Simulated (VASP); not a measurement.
# InP (F-43m) in VASP: settings compared

The runs below take InP through single point, with PBEsol, LDA, r2SCAN.

Everything below comes from runs of VASP 6.6.1. Logs are shortened: lines on timing, memory, paths and dates and some standing lists are left out, and cuts for length are marked.

### 1 The cell of the first run

The structure is cubic, space group F-43m (No. 216). The conventional cell has a = 5.880 Å, b = 5.880 Å, c = 5.880 Å, α = 90.00°, β = 90.00°, γ = 90.00°. Within 3.4 Å of In (site symmetry -43m) lie 4 P at 2.55 Å. P (site symmetry -43m) has 4 In at 2.55 Å within 3.4 Å.

### 2 Single point, PBEsol

Input file INCAR:

```
PREC = Accurate
ENCUT = 520
EDIFF = 1E-6
ISMEAR = -1
SIGMA = 0.02
LREAL = False
LASPH = True
NELM = 100
ALGO = Normal
ISIF = 2
LWAVE = False
LCHARG = True
GGA = PS
LELF = True
LVHAR = True
NBANDS = 16
```

Input file KPOINTS:

```
regular mesh
0
Gamma
  6 6 6
```

Input file POSCAR:

```
InP
1.0
    0.0000000000      2.9397759460      2.9397759460
    2.9397759460      0.0000000000      2.9397759460
    2.9397759460      2.9397759460      0.0000000000
In P
1 1
Direct
    0.0000000000      0.0000000000      0.0000000000
    0.2500000000      0.2500000000      0.2500000000
```

Potentials or basis: VASP PAW PBE potentials, release 64 (In_d, P).

Launch:

```sh
$ cat potpaw_PBE.64/In_d/POTCAR potpaw_PBE.64/P/POTCAR > POTCAR
$ mpirun -np 1 vasp_std > vasp.out
```

OUTCAR:

```text
PREC = Accurate
   ENCUT = 520
   EDIFF = 1E-6
   ISMEAR = -1
   LREAL = False
   LASPH = True
   NELM = 100
   ISIF = 2
   GGA = PS

 ion  position               nearest neighbor table
   1  0.000  0.000  0.000-   2 2.55   2 2.55   2 2.55   2 2.55
   2  0.250  0.250  0.250-   1 2.55   1 2.55   1 2.55   1 2.55

  LATTYP: Found a face centered cubic cell.
 ALAT       =     5.8795518920

  Lattice vectors:

 A1 = (   0.0000000000,   2.9397759460,   2.9397759460)
 A2 = (   2.9397759460,   0.0000000000,   2.9397759460)
 A3 = (   2.9397759460,   2.9397759460,   0.0000000000)

Analysis of symmetry for initial positions (statically):
=====================================================================
 Subroutine PRICEL returns:
 Original cell was already a primitive cell.

 Routine SETGRP: Setting up the symmetry group for a
 face centered cubic supercell.

 Subroutine GETGRP returns: Found 24 space group operations
 (whereof 24 operations were pure point group operations)
 out of a pool of 48 trial point group operations.

The static configuration has the point symmetry T_d .

Analysis of symmetry for dynamics (positions and initial velocities):
=====================================================================
 Subroutine PRICEL returns:
 Original cell was already a primitive cell.

 Routine SETGRP: Setting up the symmetry group for a
 face centered cubic supercell.

 Subroutine GETGRP returns: Found 24 space group operations
 (whereof 24 operations were pure point group operations)
 out of a pool of 48 trial point group operations.

The dynamic configuration has the point symmetry T_d .

 Subroutine INISYM returns: Found 24 space group operations
 (whereof 24 operations are pure point group operations),
 and found     1 'primitive' translations

----------------------------------------------------------------------------------------

                                     Primitive cell

  volume of cell :      50.8127

  direct lattice vectors                    reciprocal lattice vectors
     0.000000000  2.939775946  2.939775946    -0.170080989  0.170080989  0.170080989
     2.939775946  0.000000000  2.939775946     0.170080989 -0.170080989  0.170080989
     2.939775946  2.939775946  0.000000000     0.170080989  0.170080989 -0.170080989

  length of vectors
     4.157471013  4.157471013  4.157471013     0.294588914  0.294588914  0.294588914

  position of ions in fractional coordinates (direct lattice)
     0.000000000  0.000000000  0.000000000
     0.250000000  0.250000000  0.250000000

  ion indices of the primitive-cell ions
   primitive index   ion index
                 1           1
                 2           2

----------------------------------------------------------------------------------------

 KPOINTS: regular mesh

Automatic generation of k-mesh.
 Grid dimensions read from file:
 generate k-points for:    6    6    6

 Generating k-lattice:

  Cartesian coordinates                     Fractional coordinates (reciprocal lattice)
    -0.028346831  0.028346831  0.028346831     0.166666667  0.000000000  0.000000000
     0.028346831 -0.028346831  0.028346831     0.000000000  0.166666667  0.000000000
     0.028346831  0.028346831 -0.028346831     0.000000000  0.000000000  0.166666667

  Length of vectors
     0.049098152  0.049098152  0.049098152

  Shift w.r.t. Gamma in fractional coordinates (k-lattice)
     0.000000000  0.000000000  0.000000000

 Subroutine IBZKPT returns following result:
 ===========================================

 Found     16 irreducible k-points:

 Following reciprocal coordinates:
            Coordinates               Weight
  0.000000  0.000000  0.000000      1.000000
  0.166667  0.000000  0.000000      8.000000
  0.333333  0.000000  0.000000      8.000000
  0.500000  0.000000  0.000000      4.000000
  0.166667  0.166667  0.000000      6.000000
  0.333333  0.166667  0.000000     24.000000
[... 8 lines left out ...]
 -0.333333  0.333333  0.166667     24.000000
 -0.333333  0.500000  0.166667     12.000000
   k-points           NKPTS =     16   k-points in BZ     NKDIM =     16   number of bands    NBANDS=     16
   number of dos      NEDOS =    301   number of ions     NIONS =      2
   total plane-waves  NPLWV =  32768
   dimension x,y,z NGX =    32 NGY =   32 NGZ =   32
   dimension x,y,z NGXF=    64 NGYF=   64 NGZF=   64
   ions per type =               1   1
   NGX,Y,Z   is equivalent  to a cutoff of  12.80, 12.80, 12.80 a.u.
   NGXF,Y,Z  is equivalent  to a cutoff of  25.59, 25.59, 25.59 a.u.
 SYSTEM =  unknown system
   PREC   = accura    normal or accurate (medium, high low for compatibility)
   ISTART =      0    job   : 0-new  1-cont  2-samecut
   ICHARG =      2    charge: 1-file 2-atom 10-const
   ISPIN  =      1    spin polarized calculation?
   LNONCOLLINEAR =      F non collinear calculations
   LSORBIT =      F    spin-orbit coupling
   LASPH  =      T    aspherical Exc in radial PAW
   ENCUT  =  520.0 eV  38.22 Ry    6.18 a.u.   7.73  7.73  7.73*2*pi/ulx,y,z
   NELM   =    100;   NELMIN=  2; NELMDL= -5     # of ELM steps
   EDIFF  = 0.1E-05   stopping-criterion for ELM
   LREAL  =      F    real-space projection
   EDIFFG = 0.1E-04   stopping-criterion for IOM
   NSW    =      0    number of steps for IOM
   IBRION =     -1    ionic relax: 0-MD 1-quasi-New 2-CG
   NFREE  =      0    steps in history (QN), initial steepest desc. (CG)
   ISIF   =      2    stress and relaxation
   ISYM   =      2    0-nonsym 1-usesym 2-fastsym
   POTIM  = 0.5000    time-step for ionic-motion
   TEBEG  =    0.0;   TEEND  =   0.0 temperature during run
   PSTRESS=    0.0 pullay stress
   NELECT =      18.0000    total number of electrons
   NUPDOWN=      -1.0000    fix difference up-down
   EMIN   =  10.00;   EMAX   =-10.00  energy-range for DOS
   EFERMI =   0.00;   METHOD = LEGACY
   ISMEAR =    -1;   SIGMA  =   0.02  broadening in eV -4-tet -1-fermi 0-gaus
   EFERMI_NEDOS =   21; number of points for ismear=-14 and -15
   IALGO  =     38    algorithm
   IMIX   =      4    mixing-type and parameters
     AMIX     =   0.40;   BMIX     =  1.00
     AMIX_MAG =   1.60;   BMIX_MAG =  1.00
  volume/ion in A,a.u.               =      25.41       171.45
  Fermi-wavevector in a.u.,A,eV,Ry     =   1.158354  2.188972 18.256091  1.341785
  Thomas-Fermi vector in A             =   2.294957
   LORBIT       =      0    0 simple, 1 ext, 2 COOP (PROOUT), +10 PAW based schemes
   GGA     = PS    functional components
   LHFCALC =     F    Hartree Fock is set to
   AEXX    =    0.0000 exact exchange contribution
   IVDW    =     0    specifies the selected vdW correction
   LEPSILON=     F    determine dielectric tensor
   LRPA    =     F    only Hartree local field effects (RPA)
 non-spin polarized calculation
  energy-cutoff  :      520.00
  volume of cell :       50.81
 maximum number of plane-waves:      1381
   NGX = 15   NGY = 15   NGZ = 15

 number of electron      18.0000007 magnetization

 Free energy of the ion-electron system (eV)
  ---------------------------------------------------
  ext. energy  EPLUGINS =         0.00000000
  ---------------------------------------------------
  free energy    TOTEN  =        -9.14303352 eV

  energy without entropy =       -9.14303352  energy(sigma->0) =       -9.14303352

 E-fermi :   5.2868     XC(G=0):  -9.4350

 val. band max:        4.9952178759   @ k =   0.0000   0.0000   0.0000
 cond. band min:       5.5564661065   @ k =   0.0000   0.0000   0.0000
 fundamental gap:      0.5612482306
 Fermi energy:         5.2868338426

 k-point     1 :       0.0000    0.0000    0.0000
  band No.  band energies     occupation
      1      -9.1429      2.00000
      2      -9.1429      2.00000
      3      -9.1429      2.00000
      4      -8.9933      2.00000
      5      -8.9933      2.00000
      6      -6.4888      2.00000
[... 8 lines left out ...]
     15      14.4060      0.00000
     16      14.4060      0.00000

 k-point     2 :       0.1667    0.0000    0.0000
  band No.  band energies     occupation
      1      -9.1742      2.00000
      2      -9.1306      2.00000
      3      -9.1306      2.00000
      4      -8.9929      2.00000
      5      -8.9929      2.00000
      6      -6.1772      2.00000
[... 8 lines left out ...]
     15      13.5404      0.00000
     16      14.2460      0.00000

 k-point     3 :       0.3333    0.0000    0.0000
  band No.  band energies     occupation
      1      -9.2325      2.00000
      2      -9.1112      2.00000
      3      -9.1112      2.00000
      4      -8.9866      2.00000
      5      -8.9866      2.00000
      6      -5.3717      2.00000
[... 8 lines left out ...]
     15      14.0166      0.00000
     16      14.0166      0.00000

 k-point     4 :       0.5000    0.0000    0.0000
  band No.  band energies     occupation
      1      -9.2598      2.00000
      2      -9.1047      2.00000
      3      -9.1047      2.00000
      4      -8.9801      2.00000
      5      -8.9801      2.00000
      6      -4.7692      2.00000
[... 8 lines left out ...]
     15      15.5789      0.00000
     16      15.5789      0.00000
[... 172 lines left out ...]
 k-point    14 :       0.5000    0.3333    0.1667
  band No.  band energies     occupation
      1      -9.2726      2.00000
      2      -9.0895      2.00000
      3      -9.0712      2.00000
      4      -9.0128      2.00000
      5      -8.9754      2.00000
      6      -4.7434      2.00000
[... 8 lines left out ...]
     15      15.9799      0.00000
     16      16.6537      0.00000

 k-point    15 :      -0.3333    0.3333    0.1667
  band No.  band energies     occupation
      1      -9.2820      2.00000
      2      -9.0901      2.00000
      3      -9.0606      2.00000
      4      -9.0073      2.00000
      5      -8.9802      2.00000
      6      -4.2612      2.00000
[... 8 lines left out ...]
     15      15.9536      0.00000
     16      16.4948      0.00000

 k-point    16 :      -0.3333    0.5000    0.1667
  band No.  band energies     occupation
      1      -9.3012      2.00000
      2      -9.0720      2.00000
      3      -9.0480      2.00000
      4      -9.0215      2.00000
      5      -8.9719      2.00000
      6      -4.0559      2.00000
[... 8 lines left out ...]
     15      16.1961      0.00000
     16      16.8796      0.00000

------------------------ aborting loop because EDIFF is reached ----------------------------------------

  FORCE on cell =-STRESS in cart. coord.  units (eV):
  Direction    XX          YY          ZZ          XY          YZ          ZX
  --------------------------------------------------------------------------------------
  -------------------------------------------------------------------------------------
  Total       -0.0207614     -0.0207614     -0.0207614      0.0000000      0.0000000     -0.0000000
  in kB       -0.6546274     -0.6546274     -0.6546274      0.0000000      0.0000000     -0.0000000
  external PRESSURE =      -0.6546274 kB  Pullay stress =       0.0000000 kB

 VOLUME and BASIS-vectors are now :
 -----------------------------------------------------------------------------
  energy-cutoff  :      520.00
  volume of cell :       50.81
      direct lattice vectors                 reciprocal lattice vectors
     0.000000000  2.939775946  2.939775946    -0.170080989  0.170080989  0.170080989
     2.939775946  0.000000000  2.939775946     0.170080989 -0.170080989  0.170080989
     2.939775946  2.939775946  0.000000000     0.170080989  0.170080989 -0.170080989

 POSITION                                       TOTAL-FORCE (eV/Angst)
 -----------------------------------------------------------------------------------
      0.00000      0.00000      0.00000        -0.000000     -0.000000     -0.000000
      1.46989      1.46989      1.46989         0.000000      0.000000      0.000000
 -----------------------------------------------------------------------------------
    total drift:                               -0.000000     -0.000000     -0.000000

  FREE ENERGIE OF THE ION-ELECTRON SYSTEM (eV)
  ---------------------------------------------------
  free  energy   TOTEN  =        -9.1430335235 eV

  energy  without entropy=       -9.1430335157  energy(sigma->0) =       -9.14303352
```

It used 12 s of CPU time on 1 thread of Intel Xeon 6975P-C (shared host).

What came out:

```yaml
Free_energy: -9.1430 eV
Pressure: -0.1 GPa
Band_gap_on_the_k_mesh: 0.56 eV, direct
```

Levels at points of the mesh, in eV from the valence-band top:
```
           k point  band 6  band 7  band 8  band 9  band 10  band 11  band 12  band 13
(0.00, 0.00, 0.00)  -11.48    0.00    0.00    0.00     0.56     4.01     4.01     4.01
(0.50, 0.00, 0.00)   -9.76   -5.75   -0.97   -0.97     1.37     4.73     4.73     6.93
(0.50, 0.50, 0.00)   -9.11   -5.78   -2.32   -2.32     1.64     2.16     9.03     9.46
```

Caveat: the PAW data sets were made with another functional, which shifts forces and pressure a little; spin-orbit coupling is left out, which moves the levels of the heavy elements.

### 3 Single point, LDA

This run uses another cell than the first one, of 24.73 Å³/atom, 0.973 times its volume.

Input file INCAR:

```
PREC     = Accurate       # precision mode
ENCUT    = 520            # plane-wave cutoff, eV
EDIFF    = 1E-6           # SCF threshold, eV
ISMEAR   = -1             # smearing method
SIGMA    = 0.02           # smearing width, eV
LREAL    = F              # projectors in reciprocal space
LASPH    = T              # aspherical terms in the spheres
NELM     = 100            # most SCF steps
ALGO     = Normal         # electronic algorithm
ISIF     = 2              # what is computed and relaxed
LWAVE    = F              # write WAVECAR
LCHARG   = T              # write CHGCAR
GGA      = CA             # functional
LELF     = T              # ELF
LVHAR    = T            
NBANDS   = 16             # bands
```

Input file KPOINTS:

```
Automatic mesh
0
Gamma
  6 6 6
```

Input file POSCAR:

```
InP
1.0
    0.0000000000      2.9134379229      2.9134379229
    2.9134379229      0.0000000000      2.9134379229
    2.9134379229      2.9134379229      0.0000000000
In P
1 1
Direct
    0.0000000000      0.0000000000      0.0000000000
    0.2500000000      0.2500000000      0.2500000000
```

Potentials or basis: VASP PAW LDA potentials, release 64 (In_d, P).

Launch:

```sh
$ cat potpaw_LDA.64/In_d/POTCAR potpaw_LDA.64/P/POTCAR > POTCAR
$ mpirun -np 1 vasp_std > vasp.out
```

It took 20 s on 1 thread of Intel Xeon 6975P-C, shared host; peak memory 0.15 GiB.

The run converged. Its results:

```
Free energy            : -9.6597 eV
Pressure               : 0.0 GPa
Band gap on the k mesh : 0.60 eV, direct
```

Levels at points of the mesh, in eV from the valence-band top:
```csv
k point,band 6,band 7,band 8,band 9,band 10,band 11,band 12,band 13
"(0.00, 0.00, 0.00)",-11.67,0.00,0.00,0.00,0.60,3.96,3.96,3.96
"(0.50, 0.00, 0.00)",-9.86,-5.93,-1.02,-1.02,1.36,4.70,4.70,6.92
"(0.50, 0.50, 0.00)",-9.16,-5.94,-2.42,-2.42,1.56,2.12,9.10,9.54
```

Caveat: spin-orbit coupling is left out, which moves the levels of the heavy elements.

### 4 Single point, r2SCAN

This run uses another cell than the first one, of 25.77 Å³/atom, 1.014 times its volume.

Input file POSCAR:

```
InP
1.0
    0.0000000000      2.9537876370      2.9537876370
    2.9537876370      0.0000000000      2.9537876370
    2.9537876370      2.9537876370      0.0000000000
In P
1 1
Direct
    0.0000000000      0.0000000000      0.0000000000
    0.2500000000      0.2500000000      0.2500000000
```

Input file INCAR.step1:

```
SYSTEM = InP
PREC     = Accurate       ! precision mode
ENCUT    = 520            ! plane-wave cutoff, eV
ISMEAR   = -1             ! smearing method
SIGMA    = 0.02           ! smearing width, eV
LREAL    = .FALSE.        ! projectors in reciprocal space
LASPH    = .TRUE.         ! aspherical terms in the spheres
NELM     = 60             ! most SCF steps
NBANDS   = 16             ! bands
GGA      = PE             ! functional
ALGO     = Normal         ! electronic algorithm
EDIFF    = 1E-4           ! SCF threshold, eV
LWAVE    = .TRUE.         ! write WAVECAR
LCHARG   = .FALSE.        ! write CHGCAR
```

Input file INCAR.step2:

```
SYSTEM = InP
PREC     = Accurate       ! precision mode
ENCUT    = 520            ! plane-wave cutoff, eV
EDIFF    = 1E-6           ! SCF threshold, eV
ISMEAR   = -1             ! smearing method
SIGMA    = 0.02           ! smearing width, eV
LREAL    = .FALSE.        ! projectors in reciprocal space
LASPH    = .TRUE.         ! aspherical terms in the spheres
NELM     = 60             ! most SCF steps
ALGO     = Normal         ! electronic algorithm
ISIF     = 2              ! what is computed and relaxed
LWAVE    = .FALSE.        ! write WAVECAR
LCHARG   = .FALSE.        ! write CHGCAR
METAGGA  = R2SCAN         ! meta-GGA
LMIXTAU  = .TRUE.       
NBANDS   = 16             ! bands
ISTART   = 1
```

Input file KPOINTS:

```
regular mesh
0
G
  6 6 6
  0 0 0
```

Potentials or basis: VASP PAW PBE potentials, release 64 (In_d, P).

Launch:

```sh
$ cat potpaw_PBE.64/In_d/POTCAR potpaw_PBE.64/P/POTCAR > POTCAR
$ cp INCAR.step1 INCAR
$ mpirun -np 1 vasp_std > vasp.out
$ cp INCAR.step2 INCAR
$ mpirun -np 1 vasp_std > vasp.out
```

It took 59 s on 1 thread of Intel Xeon 6975P-C, shared host; peak memory 0.18 GiB.

The run converged. Its results:

* Free energy: -32.2884 eV
* Pressure: -0.1 GPa
* Band gap on the k mesh: 1.03 eV, direct

Levels at points of the mesh, in eV from the valence-band top:
| k point | band 6 | band 7 | band 8 | band 9 | band 10 | band 11 | band 12 | band 13 |
| --- | --- | --- | --- | --- | --- | --- | --- | --- |
| (0.00, 0.00, 0.00) | -11.84 | 0.00 | 0.00 | 0.00 | 1.03 | 4.44 | 4.44 | 4.44 |
| (0.50, 0.00, 0.00) | -10.11 | -5.75 | -0.97 | -0.97 | 1.80 | 5.15 | 5.15 | 7.49 |
| (0.50, 0.50, 0.00) | -9.46 | -5.77 | -2.33 | -2.33 | 2.04 | 2.54 | 9.72 | 10.15 |

Caveat: the PAW data sets were made with another functional, which shifts forces and pressure a little; spin-orbit coupling is left out, which moves the levels of the heavy elements.

### 5 Overview

```csv
level,potentials or basis,cell,gap on the mesh (eV),pressure (GPa)
PBEsol,"VASP PAW PBE potentials, release 64 (In_d, P)","a = 4.157 Å, angles 60.0°, 2 atoms",0.56,-0.1
LDA,"VASP PAW LDA potentials, release 64 (In_d, P)","a = 4.120 Å, angles 60.0°, 2 atoms",0.60,0.0
r2SCAN,"VASP PAW PBE potentials, release 64 (In_d, P)","a = 4.177 Å, angles 60.0°, 2 atoms",1.03,-0.1
```

Alike in all rows: task single point; no spin polarisation; k mesh 6 × 6 × 6; cutoff (eV) 520; smearing fermi-dirac 0.02 eV.

Caveats: spin-orbit coupling is left out, which moves the levels of the heavy elements; the PAW data sets were made with another functional, which shifts forces and pressure a little (some runs).

Absolute energies hang on the potentials; compare differences alone.
